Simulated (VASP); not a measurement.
# H6C2O in VASP: further runs, part 2 of 2

VASP 6.6.1.

## (4) Single point, PBE+D3(BJ)

Input file INCAR:

```
  ALGO = Normal
  EDIFF = 1E-6
  ENCUT = 520
  GGA = PE
  GGA_COMPAT = F
  ISIF = 2
  ISMEAR = -1
  IVDW = 12
  LASPH = T
  LCHARG = F
  LREAL = Auto
  LWAVE = F
  NBANDS = 64
  NELM = 120
  PREC = Accurate
  SIGMA = 0.02
```

Input file KPOINTS:

```
k-points
0
Gamma
  1 1 1
```

Input file POSCAR:

```
H6C2O
1.0
    7.2936330000      0.0000000000      0.0000000000
    0.0000000000      7.2936330000      0.0000000000
    0.0000000000      0.0000000000      7.2936330000
C O H
8 4 24
Direct
    0.8399654877      0.9634430468      0.1755366633
    0.9695853904      0.8988798861      0.3257224486
    0.4144025344     -0.1533529312      0.8483563678
    0.3194429991      0.0042228612      0.9575063621
    0.4536970807      0.4546705325      0.4932795494
    0.5351928182      0.6258060969      0.4171720732
    0.8654808927      0.3502095595      0.6657724621
    0.9164568604      0.5247042180      0.7720432328
    1.0266625699      0.7080147850      0.3043887731
    0.4092062214      0.0498654100      1.1272845782
    0.4246717651      0.7906485012      0.4312665581
    0.9723960611      0.4877130505      0.9456192819
    1.1472746161      0.6977318437      0.3766847057
    1.0841236459      1.0037933085      0.3288210416
    0.8884598389      0.8931214389      0.4693134409
    0.7949262048      1.1109278462      0.1879310352
    0.9024446390      0.9671586163      0.0272155180
    0.7202309192      0.8721579493      0.1699016114
    0.5251977992      0.0994154765      1.0805863141
    0.2986440365      0.1367631193      0.8653026551
    0.1806918445     -0.0368266404      0.9761801835
    0.3476182583     -0.1809112139      0.7086043403
    0.5603791691     -0.1145245449      0.8167808827
    0.4228893886     -0.2806557445      0.9298383947
    0.4388485135      0.8640138598      0.3232956745
    0.6714623563      0.6532409843      0.4909350388
    0.5660005103      0.6170861627      0.2658894408
    0.5384696488      0.3350182275      0.5035624907
    0.3841432658      0.4853411188      0.6238591934
    0.3451366418      0.3969626659      0.4152800120
    0.9530367102      0.5919957859      1.0298708476
    1.0328597559      0.5967396495      0.7003916978
    0.7918001907      0.6102582897      0.7693833786
    0.8542107891      0.3705012303      0.5136671944
    0.9771947670      0.2467357488      0.6931387965
    0.7462124842      0.2924605611      0.7308429146
```

Potentials or basis: VASP PAW PBE potentials, release 64 (C, O, H).

On the command line:

```console
cat potpaw_PBE.64/C/POTCAR potpaw_PBE.64/O/POTCAR potpaw_PBE.64/H/POTCAR > POTCAR
mpirun -np 1 vasp_gam > vasp.out
```

OUTCAR:

```text
EDIFF = 1E-6
   ENCUT = 520
   GGA = PE
   ISIF = 2
   ISMEAR = -1
   IVDW = 12
   LASPH = T
   LREAL = Auto
   NELM = 120
   PREC = Accurate
 IVDW          = 12

 ion  position               nearest neighbor table
   1  0.840  0.963  0.176-  18 1.10  16 1.13  17 1.17   2 1.52
   2  0.970  0.899  0.326-  14 1.13  15 1.20   9 1.46   1 1.52
   3  0.414  0.847  0.848-  24 1.10  23 1.13  22 1.15   4 1.56
   4  0.319  0.004  0.958-  21 1.06  20 1.19  10 1.44   3 1.56
   5  0.454  0.455  0.493-  30 1.06  28 1.07  29 1.10   6 1.49
   6  0.535  0.626  0.417-  27 1.13  26 1.15  11 1.45   5 1.49
   7  0.865  0.350  0.666-  36 1.08  34 1.12  35 1.13   8 1.54
   8  0.916  0.525  0.772-  33 1.10  32 1.13  12 1.36   7 1.54
   9  0.027  0.708  0.304-  13 1.03   2 1.46
  10  0.409  0.050  0.127-  19 0.98   4 1.44
  11  0.425  0.791  0.431-  25 0.96   6 1.45
  12  0.972  0.488  0.946-  31 0.99   8 1.36
  13  0.147  0.698  0.377-   9 1.03
  14  0.084  0.004  0.329-   2 1.13
  15  0.888  0.893  0.469-   2 1.20
  16  0.795  0.111  0.188-   1 1.13
  17  0.902  0.967  0.027-   1 1.17
[... 17 lines left out ...]
  35  0.977  0.247  0.693-   7 1.13
  36  0.746  0.292  0.731-   7 1.08

  LATTYP: Found a simple cubic cell.
 ALAT       =     7.2936330000

  Lattice vectors:

 A1 = (   7.2936330000,   0.0000000000,   0.0000000000)
 A2 = (   0.0000000000,   7.2936330000,   0.0000000000)
 A3 = (   0.0000000000,   0.0000000000,   7.2936330000)

Analysis of symmetry for initial positions (statically):
=====================================================================
 Subroutine PRICEL returns:
 Original cell was already a primitive cell.

 Routine SETGRP: Setting up the symmetry group for a
 simple cubic supercell.

 Subroutine GETGRP returns: Found  1 space group operations
 (whereof  1 operations were pure point group operations)
 out of a pool of 48 trial point group operations.

The static configuration has the point symmetry C_1 .

Analysis of symmetry for dynamics (positions and initial velocities):
[... 180 lines left out ...]
   GGA     = PE    functional components
   LHFCALC =     F    Hartree Fock is set to
   AEXX    =    0.0000 exact exchange contribution
   IVDW    =    12    specifies the selected vdW correction
   LEPSILON=     F    determine dielectric tensor
   LRPA    =     F    only Hartree local field effects (RPA)
 non-spin polarized calculation
  energy-cutoff  :      520.00
  volume of cell :      388.00
 maximum number of plane-waves:      5198
 NGX is ok and might be reduce to    54
   NGX = 27   NGY = 27   NGZ = 27

 number of electron      80.0000005 magnetization

 Free energy of the ion-electron system (eV)
  ---------------------------------------------------
  ext. energy  EPLUGINS =         0.00000000
  ---------------------------------------------------
  free energy    TOTEN  =      -186.79346923 eV

  energy without entropy =     -186.79346923  energy(sigma->0) =     -186.79346923

 E-fermi :  -2.1581     XC(G=0):  -6.5165

 val. band max:       -2.7401133261   @ k =   0.0000   0.0000   0.0000
 cond. band min:       1.8661385154   @ k =   0.0000   0.0000   0.0000
 fundamental gap:      4.6062518415
 Fermi energy:        -2.1581050346

 k-point     1 :       0.0000    0.0000    0.0000
  band No.  band energies     occupation
      1     -22.8803      2.00000
      2     -22.5505      2.00000
      3     -22.3387      2.00000
      4     -21.8826      2.00000
      5     -15.6519      2.00000
      6     -15.4280      2.00000
[... 44 lines left out ...]
     51       5.0816      0.00000
     52       5.2659      0.00000
 [bands above 52 left out]

------------------------ aborting loop because EDIFF is reached ----------------------------------------

 Edisp (eV)   -1.32506

 E8    (eV) :    -0.2915

  FORCE on cell =-STRESS in cart. coord.  units (eV):
  Direction    XX          YY          ZZ          XY          YZ          ZX
  --------------------------------------------------------------------------------------
  -------------------------------------------------------------------------------------
  Total      -1.31446    -8.13538    -5.88843     0.58763     0.96772     0.19043
  in kB      -5.42784   -33.59360   -24.31521     2.42650     3.99602     0.78635
  external pressure =      -21.11 kB  Pullay stress =        0.00 kB

 VOLUME and BASIS-vectors are now :
 -----------------------------------------------------------------------------
  energy-cutoff  :      520.00
  volume of cell :      388.00
      direct lattice vectors                 reciprocal lattice vectors
     7.293633000  0.000000000  0.000000000     0.137105884  0.000000000  0.000000000
     0.000000000  7.293633000  0.000000000     0.000000000  0.137105884  0.000000000
     0.000000000  0.000000000  7.293633000     0.000000000  0.000000000  0.137105884

 POSITION                                       TOTAL-FORCE (eV/Angst)
 -----------------------------------------------------------------------------------
      6.12640      7.02700      1.28030         0.199572      0.178694     -1.897678
      7.07180      6.55610      2.37570        -0.776462      0.277209      1.905762
      3.02250      6.17513      6.18760         0.360734      0.711261     -0.639526
      2.32990      0.03080      6.98370         0.330397      0.798752     -2.403404
      3.30910      3.31620      3.59780        -1.444893      0.399208      0.760014
      3.90350      4.56440      3.04270         2.052182      1.126333     -1.118995
[... 28 lines left out ...]
      7.12730      1.79960      5.05550        -0.415372      0.469126     -0.372769
      5.44260      2.13310      5.33050        -0.810019     -0.301692     -0.110352
 -----------------------------------------------------------------------------------
    total drift:                                0.010106      0.003041      0.032833

  FREE ENERGIE OF THE ION-ELECTRON SYSTEM (eV)
  ---------------------------------------------------
  free  energy   TOTEN  =      -188.1185295736 eV

  energy  without entropy=     -188.1185295736  energy(sigma->0) =     -188.11852957
```

OSZICAR:

```text
N       E                     dE             d eps       ncg     rms          rms(c)
DAV:   1     0.572881269222E+03    0.57288E+03   -0.39346E+04   128   0.111E+03
DAV:   2    -0.125880794453E+03   -0.69876E+03   -0.64912E+03   160   0.256E+02
DAV:   3    -0.202658180817E+03   -0.76777E+02   -0.76123E+02   168   0.910E+01
DAV:   4    -0.204526076368E+03   -0.18679E+01   -0.18619E+01   160   0.159E+01
DAV:   5    -0.204572565770E+03   -0.46489E-01   -0.46463E-01   160   0.241E+00    0.230E+01
DAV:   6    -0.189236836325E+03    0.15336E+02   -0.28913E+01   152   0.181E+01    0.111E+01
DAV:   7    -0.187176278266E+03    0.20606E+01   -0.44329E+00   160   0.750E+00    0.585E+00
DAV:   8    -0.186796075548E+03    0.38020E+00   -0.10257E+00   168   0.434E+00    0.115E+00
DAV:   9    -0.186782787246E+03    0.13288E-01   -0.11829E-01   152   0.162E+00    0.505E-01
DAV:  10    -0.186791737428E+03   -0.89502E-02   -0.32299E-02   144   0.679E-01    0.255E-01
DAV:  11    -0.186792354253E+03   -0.61683E-03   -0.36303E-03   152   0.308E-01    0.138E-01
DAV:  12    -0.186793475809E+03   -0.11216E-02   -0.26530E-03   144   0.214E-01    0.523E-02
DAV:  13    -0.186793460288E+03    0.15522E-04   -0.40179E-04   152   0.988E-02    0.245E-02
DAV:  14    -0.186793468282E+03   -0.79944E-05   -0.10195E-04   144   0.419E-02    0.115E-02
DAV:  15    -0.186793469266E+03   -0.98393E-06   -0.12317E-05   144   0.174E-02    0.490E-03
DAV:  16    -0.186793469227E+03    0.38595E-07   -0.37838E-06   152   0.911E-03
   1 F= -.18811853E+03 E0= -.18811853E+03  d E =-.276971E-12
```

stdout:

```text
POSCAR found type information on POSCAR C O H
 POSCAR found :  3 types and      36 ions
 scaLAPACK will be used
 LDA part: xc-table for (Slater+PW92), standard interpolation
 POSCAR, INCAR and KPOINTS ok, starting setup
 FFT: planning ... GRIDC
 FFT: planning ... GRID_SOFT
 FFT: planning ... GRID
 WAVECAR not read
 entering main loop
```

Run time: 71 s. Hardware: 1 thread of AMD EPYC 7R13, shared host; peak memory 0.32 GiB.

Results:

```
Free energy                : -188.1185 eV
Pressure                   : -2.1 GPa
Largest force              : 2.862 eV/Å
Band gap on the k mesh     : 4.61 eV
Dispersion energy per atom : -0.037 eV
```

Forces on the atoms (eV/Å):
```
C    0.200  0.179 -1.898
C   -0.776  0.277  1.906
C    0.361  0.711 -0.640
C    0.330  0.799 -2.403
C   -1.445  0.399  0.760
C    2.052  1.126 -1.119
C    1.836 -0.492  0.223
C   -0.129  0.868 -2.628
O    1.506  0.821  0.290
O    0.034 -0.036 -0.693
O   -0.780 -1.353  1.241
O    0.273 -0.589  2.788
H   -1.338  0.209 -1.072
H   -0.294 -1.017  0.372
H    1.086  0.808 -1.842
H    0.270 -0.837  0.509
H   -0.381 -0.407  1.712
H   -0.066  0.178 -0.132
H   -0.051 -0.041  0.662
H    0.685 -1.447  1.043
H   -0.986 -0.336  0.968
H    0.473  0.356  1.466
H   -0.621 -0.117  0.030
H   -0.277  0.098 -0.026
H    0.110  0.616 -0.983
H   -0.940 -0.138 -0.660
H    0.144 -0.494  0.721
H    1.081 -0.073  0.384
H    0.460 -0.141  0.295
H   -1.230 -0.008 -1.226
H    0.298 -0.479 -0.255
H   -0.645 -0.027 -0.190
H    0.099  0.434 -0.044
H   -0.112 -0.015  0.923
H   -0.415  0.469 -0.373
H   -0.810 -0.302 -0.110
```

Stress tensor (GPa, compression positive):
```
-0.54  0.24  0.08
 0.24 -3.36  0.40
 0.08  0.40 -2.43
```

Levels at points of the mesh, in eV from the valence-band top:
```tsv
k point	band 36	band 37	band 38	band 39	band 40	band 41	band 42	band 43	band 44	band 45
(0.00, 0.00, 0.00)	-1.44	-0.90	-0.55	-0.35	0.00	4.61	6.02	6.19	6.30	6.51
```

Caveat: the k points lie up to 0.86 Å⁻¹ apart; the atoms stand as in a frame of molecular dynamics.

## (5) Summary

```tsv
cell	gap on the mesh (eV)	pressure (GPa)	largest force (eV/Å)
as given, atomic positions A	4.96	0.7	3.30
as given, atomic positions B	4.51	-0.6	4.24
as given, atomic positions C	4.61	-2.1	2.86
```

Alike in all rows: task single point; level PBE+D3(BJ); potentials or basis VASP PAW PBE potentials, release 64 (C, O, H); no spin polarisation; k mesh 1 × 1 × 1; cutoff (eV) 520; smearing fermi-dirac 0.02 eV.

Caveats: all runs use coarse meshes; the atoms stand as in a frame of molecular dynamics.

Absolute energies hang on the potentials; compare differences alone.
